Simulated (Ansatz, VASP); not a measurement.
**Si2W in VASP and in Ansatz**

```
Si W
1.0
    -1.47884    1.47884    4.32826
     1.47884   -1.47884    4.32826
     1.47884    1.47884   -4.32826
Si W
2 1
Cartesian
  0.0000 0.0000 2.8970
  0.0000 0.0000 5.7595
  0.0000 0.0000 0.0000
```

Alike in both runs: task single point; functional LDA; k mesh 20 × 20 × 20; occupations gaussian, width 0.15 eV; no spin polarisation.

|  | VASP | Ansatz |
| --- | --- | --- |
| version | VASP 6.6.1 | Ansatz 0.2.0 |
| potentials or method | VASP PAW LDA potentials, release 64 (Si, W_sv), cutoff 520 eV | scalar-relativistic, plane waves, PAW |
| valence electrons in the cell | 22 | 22 |

|  | VASP | Ansatz | Ansatz less VASP |
| --- | --- | --- | --- |
| gap on the k mesh at the Fermi level (eV) | none | none | - |
| pressure (GPa) | 14.6 | 13.8 | -0.79 |
| traceless stress, the component that is largest in VASP (GPa) | -38.01 | -37.89 | +0.115 |
| rms of the force components (eV/Å) | 0.007 | 0.024 | +0.0173 |

Ansatz warns that its potentials were made for another functional, while VASP's fit it. LDA's correlation is that of Perdew and Zunger in VASP and of Perdew and Wang (1992) in Ansatz. Atom by atom the forces differ by 0.017 eV/Å (rms over components). A gap of «none» marks a metal or a gap that the smearing closes.

Spin-orbit coupling is off throughout.
